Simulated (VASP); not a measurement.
Set up this calculation in VASP 6.6.1, as the native input.

```yaml
Task: single point
Functional: PBE
Potentials_or_basis: VASP PAW PBE potentials, release 64 (Mn_pv, F)
Cutoff: 520 eV
k_mesh: 4 × 4 × 6
Occupations: fermi-dirac, width 0.15 eV
Spin: collinear spin, antiferromagnetic start
Starting_moments: "[2.8, -2.8, 0.0, 0.0, 0.0, 0.0] μB"
Hubbard_terms: Mn d U = 1.0 eV
Dipole_correction: no
Further_INCAR_settings: ALGO = Normal; EDIFF = 1e-06; NBANDS = 40
```

The structure of MnF2 lies in POSCAR:

```
MnF2
1.0
    4.8738000000      0.0000000000      0.0000000000
    0.0000000000      4.8738000000      0.0000000000
    0.0000000000      0.0000000000      3.3107000000
Mn F
2 4
Direct
    0.0000000000      0.0000000000      0.0000000000
    0.5000000000      0.5000000000      0.5000000000
    0.3053000000      0.3053000000      0.0000000000
    0.1947000000      0.8053000000      0.5000000000
    0.6947000000      0.6947000000      0.0000000000
    0.8053000000      0.1947000000      0.5000000000
```

The input as run:

INCAR

```
SYSTEM = MnF2
  ALGO = Normal
  EDIFF = 1E-6
  ENCUT = 520
  GGA = PE
  ISIF = 2
  ISMEAR = -1
  ISPIN = 2
  LASPH = .True.
  LCHARG = .True.
  LDAU = .True.
  LDAUJ = 0 0
  LDAUL = 2 -1
  LDAUPRINT = 1
  LDAUTYPE = 2
  LDAUU = 1 0
  LELF = .True.
  LMAXMIX = 4
  LORBIT = 11
  LREAL = .False.
  LVHAR = .True.
  LWAVE = .False.
  MAGMOM = 2.8 -2.8 0 0 0 0
  NBANDS = 40
  NELM = 150
  PREC = Accurate
  SIGMA = 0.15
```

KPOINTS

```
k-points
0
Gamma
  4 4 6
  0 0 0
```

Potentials or basis: VASP PAW PBE potentials, release 64 (Mn_pv, F).

Command:

```sh
$ cat potpaw_PBE.64/Mn_pv/POTCAR potpaw_PBE.64/F/POTCAR > POTCAR
$ mpirun -np 1 vasp_std > vasp.out
```

It gave:

The pressure is 3.2 GPa. The largest force is 0.093 eV/Å and the band gap on the k mesh is 2.56 eV (least direct gap 2.61 eV). The net moment is 0.00 μB per cell and the site moments are Mn +4.58, -4.58; F -0.03, +0.03 (each value once) μB. The valence electrons inside the program's atomic spheres are Mn 11.26; F 6.10.

Caveat: the cell stands under pressure.

Wall time 97 s on 1 thread of AMD EPYC 9R14 (Zen 4), with other jobs on the host, peak memory 0.24 GiB.
